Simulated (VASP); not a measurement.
# Br (P1) in VASP: notebook, part 2 of 2

VASP 6.6.1. The steps go on from the part before.

### Step 3. Single point, PBEsol

INCAR

```
  PREC = Accurate
  ENCUT = 520
  EDIFF = 1E-6
  ISMEAR = -1
  SIGMA = 0.1034
  LREAL = Auto
  LASPH = T
  NELM = 60
  ALGO = Normal
  ISIF = 2
  LWAVE = F
  LCHARG = F
  GGA = PS
  NBANDS = 78
```

KPOINTS

```
Automatic mesh
0
Gamma
  2 2 2
  0.5 0.5 0.5
```

POSCAR

```
Br
1.0
    2.8844480144      2.8844480144      7.2491907315
   -8.6533440431      0.0000000000      0.0000000000
    0.0000000000     -8.6533440431      0.0000000000
Br
18
Direct
   -0.0032065648      0.6755071567      0.6520296434
    0.9728367291      0.3232568771      0.6540977619
    0.0005770299      0.0190277206      0.6640115526
    1.0119241267      0.7019766587      0.3422634675
    0.4893819367      0.6575865616      0.6537149948
    0.0039078845      0.3418138785      0.3215827402
    0.4749073555      0.2972631812      0.6558048022
    0.0045298850     -0.0086212662      0.3364819662
    0.4997252982     -0.0186717823      0.6836711466
    0.0194228577      0.6751028497      0.0143985057
    0.5117182231      0.6739930348      0.3403783090
    0.0034497644      0.3341938852      0.0005773105
    0.5159397978      0.3539305163      0.3493758610
    0.0059875649     -0.0073946188      0.0051794797
    0.4980350406     -0.0035490113      0.3405754087
    0.4799025338      0.6563029139      0.0052741357
    0.4841707344      0.3188989482      0.0060140118
    0.4987929183      0.9878687592      1.0224212973
```

Potentials or basis: VASP PAW PBE potentials, release 64 (Br).

The run is started by

```
$ cat potpaw_PBE.64/Br/POTCAR > POTCAR
$ mpirun -np 1 vasp_std > vasp.out
```

OUTCAR:

```text
PREC = Accurate
   ENCUT = 520
   EDIFF = 1E-6
   ISMEAR = -1
   LREAL = Auto
   LASPH = T
   NELM = 60
   ISIF = 2
   GGA = PS

 ion  position               nearest neighbor table
   1  0.997  0.676  0.652-   4 2.73
   2  0.973  0.323  0.654-   3 2.72
   3  0.001  0.019  0.664-   2 2.72
   4  0.012  0.702  0.342-   8 2.53   1 2.73
   5  0.489  0.658  0.654-  11 2.78   9 2.78
   6  0.004  0.342  0.322-  12 2.78
   7  0.475  0.297  0.656-
   8  0.005  0.991  0.336-   4 2.53
   9  0.500  0.981  0.684-   5 2.78
  10  0.019  0.675  0.014-  14 2.79
  11  0.512  0.674  0.340-   5 2.78  13 2.78
  12  0.003  0.334  0.001-   6 2.78
  13  0.516  0.354  0.349-  11 2.78
  14  0.006  0.993  0.005-  10 2.79
  15  0.498  0.996  0.341-  18 2.76
  16  0.480  0.656  0.005-
  17  0.484  0.319  0.006-
  18  0.499  0.988  0.022-  15 2.76

  LATTYP: Found a base centered monoclinic cell.
 ALAT       =    12.2376765056
 B/A-ratio  =     1.0000000000
 C/A-ratio  =     0.6797126533
 COS(beta)  =    -0.4904033075

  Lattice vectors:

 A1 = (  -8.6533440431,   0.0000000000,   0.0000000000)
 A2 = (   0.0000000000,  -8.6533440431,   0.0000000000)
 A3 = (   2.8844480144,   2.8844480144,   7.2491907315)

Analysis of symmetry for initial positions (statically):
=====================================================================
 Subroutine PRICEL returns:
 Original cell was already a primitive cell.

 Routine SETGRP: Setting up the symmetry group for a
 base centered monoclinic supercell.

 Subroutine GETGRP returns: Found  1 space group operations
 (whereof  1 operations were pure point group operations)
 out of a pool of  4 trial point group operations.

[... 141 lines left out ...]
   EFERMI_NEDOS =   21; number of points for ismear=-14 and -15
   IALGO  =     38    algorithm
   IMIX   =      4    mixing-type and parameters
     AMIX     =   0.40;   BMIX     =  1.00
     AMIX_MAG =   1.60;   BMIX_MAG =  1.00
  volume/ion in A,a.u.               =      30.16       203.51
  Fermi-wavevector in a.u.,A,eV,Ry     =   1.006111  1.901274 13.772622  1.012259
  Thomas-Fermi vector in A             =   2.138833
   LORBIT       =      0    0 simple, 1 ext, 2 COOP (PROOUT), +10 PAW based schemes
   GGA     = PS    functional components
   LHFCALC =     F    Hartree Fock is set to
   AEXX    =    0.0000 exact exchange contribution
   IVDW    =     0    specifies the selected vdW correction
   LEPSILON=     F    determine dielectric tensor
   LRPA    =     F    only Hartree local field effects (RPA)
 non-spin polarized calculation
  energy-cutoff  :      520.00
  volume of cell :      542.82
 maximum number of plane-waves:     14630
 NGX is ok and might be reduce to    64
   NGX = 31   NGY = 33   NGZ = 33

 number of electron     126.0000000 magnetization

 Free energy of the ion-electron system (eV)
  ---------------------------------------------------
  ext. energy  EPLUGINS =         0.00000000
  ---------------------------------------------------
  free energy    TOTEN  =       -29.72265969 eV

  energy without entropy =      -29.09283129  energy(sigma->0) =      -29.40774549

 E-fermi :   1.2584     XC(G=0):  -8.6519

 val. band max:        1.2532516213   @ k =   0.2500   0.2500   0.2500
 cond. band min:       1.2768061230   @ k =   0.2500  -0.2500   0.2500
 fundamental gap:      0.0235545017
 Fermi energy:         1.2583503682

 k-point     1 :       0.2500    0.2500    0.2500
  band No.  band energies     occupation
      1     -15.2295      2.00000
      2     -14.8881      2.00000
      3     -14.5598      2.00000
      4     -14.3816      2.00000
      5     -14.2286      2.00000
      6     -14.0747      2.00000
[... 301 lines left out ...]
     74       7.2843      0.00000
     75       7.3196      0.00000
 [bands above 75 left out]

------------------------ aborting loop because EDIFF is reached ----------------------------------------

  FORCE on cell =-STRESS in cart. coord.  units (eV):
  Direction    XX          YY          ZZ          XY          YZ          ZX
  --------------------------------------------------------------------------------------
  -------------------------------------------------------------------------------------
  Total      -11.2666015     -1.9581407      0.1379171     -0.2432304      0.1038097     -0.0251241
  in kB      -33.2541651     -5.7795897      0.4070719     -0.7179116      0.3064017     -0.0741557
  external PRESSURE =     -12.8755609 kB  Pullay stress =       0.0000000 kB

 VOLUME and BASIS-vectors are now :
 -----------------------------------------------------------------------------
  energy-cutoff  :      520.00
  volume of cell :      542.82
      direct lattice vectors                 reciprocal lattice vectors
     2.884448014  2.884448014  7.249190731     0.000000000  0.000000000  0.137946433
    -8.653344043  0.000000000  0.000000000    -0.115562261  0.000000000  0.045982144
     0.000000000 -8.653344043  0.000000000     0.000000000 -0.115562261  0.045982144

 POSITION                                       TOTAL-FORCE (eV/Angst)
 -----------------------------------------------------------------------------------
     -2.97020     -2.76704      7.22595        -0.088377     -0.497275      0.015697
      0.00884     -2.85404      7.05228        -0.036546      0.057018      0.280400
     -0.16299     -5.74426      0.00418         0.236202     -0.187357     -0.122608
     -6.04005     -2.92733      0.08644         0.388774      0.164968     -0.061714
     -4.27873     -4.24522      3.54762        -0.027478     -0.357656      0.047049
     -2.94656     -2.77149      0.02833         0.118741     -0.060542     -0.065534
[... 10 lines left out ...]
     -1.36298      1.34452      3.50985        -0.147282      0.019244      0.098998
     -7.10963      1.24472      3.61585        -0.072763      0.079659     -0.073758
 -----------------------------------------------------------------------------------
    total drift:                               -0.000501     -0.029669     -0.009062

  FREE ENERGIE OF THE ION-ELECTRON SYSTEM (eV)
  ---------------------------------------------------
  free  energy   TOTEN  =       -29.7226596886 eV

  energy  without entropy=      -29.0928312886  energy(sigma->0) =      -29.40774549
```

OSZICAR:

```text
N       E                     dE             d eps       ncg     rms          rms(c)
DAV:   1     0.910498544155E+03    0.91050E+03   -0.52721E+04   624   0.138E+03
DAV:   2     0.565417318582E+02   -0.85396E+03   -0.83280E+03   856   0.232E+02
DAV:   3    -0.292646744599E+02   -0.85806E+02   -0.84082E+02   704   0.845E+01
DAV:   4    -0.307129736678E+02   -0.14483E+01   -0.14413E+01   688   0.127E+01
DAV:   5    -0.307368556833E+02   -0.23882E-01   -0.23853E-01   712   0.149E+00    0.250E+01
DAV:   6    -0.300031233952E+02    0.73373E+00   -0.78391E-01   666   0.350E+00    0.156E+01
DAV:   7    -0.302253095297E+02   -0.22219E+00   -0.36649E+00   666   0.493E+00    0.515E+00
DAV:   8    -0.297982578128E+02    0.42705E+00   -0.39767E+00   654   0.378E+00    0.190E+00
DAV:   9    -0.297316915125E+02    0.66566E-01   -0.69359E-01   672   0.166E+00    0.853E-01
DAV:  10    -0.297259839104E+02    0.57076E-02   -0.60502E-02   672   0.741E-01    0.692E-01
DAV:  11    -0.297238475930E+02    0.21363E-02   -0.81969E-03   666   0.268E-01    0.458E-01
DAV:  12    -0.297228571973E+02    0.99040E-03   -0.41416E-03   672   0.203E-01    0.121E-01
DAV:  13    -0.297226743991E+02    0.18280E-03   -0.75630E-04   704   0.123E-01    0.473E-02
DAV:  14    -0.297226552023E+02    0.19197E-04   -0.12788E-04   672   0.495E-02    0.324E-02
DAV:  15    -0.297226589227E+02   -0.37204E-05   -0.25460E-05   672   0.183E-02    0.215E-02
DAV:  16    -0.297226596886E+02   -0.76588E-06   -0.62990E-06   672   0.985E-03
   1 F= -.29722660E+02 E0= -.29407745E+02  d E =-.629828E+00
```

stdout:

```text
POSCAR found type information on POSCAR Br
 POSCAR found :  1 types and      18 ions
 scaLAPACK will be used
 -----------------------------------------------------------------------------
|                                                                             |
|                                                                             |
|     You enforced a specific xc type in the INCAR file but a different       |
|     I HOPE YOU KNOW WHAT YOU ARE DOING!                                     |
|                                                                             |
 -----------------------------------------------------------------------------

 LDA part: xc-table for (Slater+PW92), standard interpolation
 POSCAR, INCAR and KPOINTS ok, starting setup
 FFT: planning ... GRIDC
 FFT: planning ... GRID_SOFT
 FFT: planning ... GRID
 WAVECAR not read
 entering main loop
```

Run time: 2.4 min. Hardware: 1 thread of Intel Xeon 6975P-C (Granite Rapids), shared host; peak memory 0.58 GiB.

What came out:

```yaml
Free_energy: -29.7227 eV
Pressure: -1.3 GPa
Largest_force: 0.505 eV/Å
Band_gap_on_the_k_mesh: 0.07 eV
```

Forces in eV/Å, atoms in the order of the input:
```
Br  -0.088 -0.497  0.016
Br  -0.037  0.057  0.280
Br   0.236 -0.187 -0.123
Br   0.389  0.165 -0.062
Br  -0.027 -0.358  0.047
Br   0.119 -0.061 -0.066
Br  -0.219 -0.122  0.239
Br  -0.362  0.123  0.012
Br  -0.089  0.226 -0.095
Br  -0.287  0.285 -0.150
Br   0.008  0.026 -0.141
Br   0.033 -0.149 -0.050
Br   0.425  0.079 -0.212
Br   0.091  0.184  0.024
Br  -0.070 -0.017  0.096
Br   0.100  0.149  0.159
Br  -0.147  0.019  0.099
Br  -0.073  0.080 -0.074
```

Levels at points of the mesh, in eV from the valence-band top:
```
           k point  band 59  band 60  band 61  band 62  band 63  band 64  band 65  band 66  band 67  band 68
(0.25, 0.25, 0.25)    -1.11    -0.89    -0.11    -0.04     0.00     0.07     0.28     0.35     0.45     0.51
```

Caveat: the smearing spreads over this small gap; the atoms stand as in a frame of molecular dynamics; the PAW data sets were made with another functional, which shifts forces and pressure a little; a shifted mesh leaves out Γ, where band edges can lie.

The gap in the log of VASP goes by the Fermi energy; the results here count the filled bands.